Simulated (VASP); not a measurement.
The system is SnH2.

```
Sn H
1.0
     4.18442    0.00000    0.00000
     0.00000    4.18442    0.00000
     0.00000    0.00000    2.76172
Sn H
2 4
Direct
  0.00000 0.00000 0.00000
  0.50000 0.50000 0.50000
  0.30500 0.30500 0.00000
  0.19500 0.80500 0.50000
  0.80500 0.19500 0.50000
  0.69500 0.69500 0.00000
```

* Program: VASP 6.6.1
* Task: relaxation of cell and atoms
* Functional: PBEsol
* Potentials or basis: VASP PAW PBE potentials, release 64 (Sn_d, H)
* Cutoff: 600 eV
* k mesh: 6 × 6 × 8
* Occupations: fermi-dirac, width 0.03 eV
* Spin: no spin polarisation

At the start: pressure 77.0 GPa; volume 8.06 Å³/atom.

**Question.** How do energy, volume and symmetry change on relaxing?

**Answer.** Over 16 steps the energy falls by 898.5 meV/atom and the volume is 13.16 Å³/atom (+63.3 %); space group P4_2/mnm (No. 136, to 0.1 Å) before and after.

The path:
```
step  energy change (eV)  largest force (eV/Å)  pressure (GPa)  volume (Å³)
   1              0.0000                1.0049           77.02        48.36
   2             -5.2948                0.2560            0.57        80.62
   3             -5.2924                0.2729           -0.44        82.41
   4             -5.2953                0.2630            0.12        81.38
   5             -5.3072                0.2078           -0.02        81.64
   6             -5.3262                0.0731           -0.17        82.43
   7             -5.3278                0.0274           -0.23        82.71
   8             -5.3404                0.0261           -0.31        82.54
   9             -5.3726                0.0026           -1.01        81.92
  10             -5.3279                0.0919           -2.01        80.36
  11             -5.3795                0.0049           -1.31        81.61
  12             -5.3897                0.0074           -0.49        79.67
  13             -5.3903                0.0090           -0.19        79.09
  14             -5.3907                0.0114           -0.06        79.03
  15             -5.3907                0.0122           -0.03        79.01
  16             -5.3908                0.0064            0.00        78.96
```

Final structure:
```
CELL_PARAMETERS angstrom
4.63319 0.00000 0.00000
0.00000 4.63319 0.00000
0.00000 0.00000 3.67841
ATOMIC_POSITIONS crystal
Sn 0.00000 0.00000 0.00000
Sn 0.50000 0.50000 0.50000
H 0.31909 0.31909 0.00000
H 0.18091 0.81909 0.50000
H 0.81909 0.18091 0.50000
H 0.68091 0.68091 0.00000
```

Caveat: the volume moved by over 15 % at a fixed basis, so the end points are rough; the PAW data sets were made with another functional, which shifts forces and pressure a little.
